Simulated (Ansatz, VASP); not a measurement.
## One calculation of Ta, two programs

Contents of INCAR:

```
PREC = Accurate
ENCUT = 520
EDIFF = 1E-7
ISMEAR = 0
SIGMA = 0.15
LREAL = False
LASPH = True
NELM = 100
ALGO = Fast
ISIF = 2
LWAVE = False
LCHARG = False
GGA = PS
NBANDS = 12
```

The input KPOINTS:

```
Automatic mesh
0
Gamma
  20 20 20
```

POSCAR

```
Ta
1.0
   -1.5199998761      1.6402286350      1.8042514985
    1.5199998761     -1.6402286350      1.8042514985
    1.5199998761      1.6402286350     -1.8042514985
Ta
1
Direct
    0.0000000000      0.0000000000      0.0000000000
```

Input for Ansatz:

```yaml
crystal:
  lattice:
    - [-1.5199998761, 1.640228635, 1.8042514985]
    - [1.5199998761, -1.640228635, 1.8042514985]
    - [1.5199998761, 1.640228635, -1.8042514985]
  atoms:
    - { symbol: Ta, position: [0.0, 0.0, 0.0] }
basis:
  ecutwfc: 420
kpoints:
  mp_grid: { grid: [20, 20, 20] }
hamiltonian:
  xc: pbesol
  pseudopotentials: { kind: paw, azcp: { folder: soft_1 } }
scf:
  occupations: { method: gaussian, width: 0.15 }
output:
  forces: true
  stress: true
  eigenvalues: true
```

Change from the starting cell: normal strain along x -0.0733, normal strain along z +0.1000.

Alike in both runs: task single point; functional PBEsol; k mesh 20 × 20 × 20; occupations gaussian, width 0.15 eV; no spin polarisation.

```csv
,VASP,Ansatz
version,VASP 6.6.1,Ansatz 0.2.0
potentials or method,"VASP PAW PBE potentials, release 64 (Ta_pv), cutoff 520 eV","scalar-relativistic, plane waves, PAW"
valence electrons in the cell,11,13
```

```csv
,VASP,Ansatz,Ansatz less VASP
gap on the k mesh at the Fermi level (eV),none,none,-
pressure (GPa),-1.7,-1.9,-0.15
"traceless stress, the component that is largest in VASP (GPa)",-7.84,-7.83,+0.012
```

VASP's potentials were made for PBE, not for PBEsol, and Ansatz warns of the same on its side. A gap of «none» marks a metal or a gap that the smearing closes. The functional is the same, so the differences come from potentials, cutoffs and numerics. VASP's potentials hold 11 valence electrons a cell and Ansatz's 13, so a difference there can come from the potentials and not from the codes.

Spin-orbit coupling is off throughout.
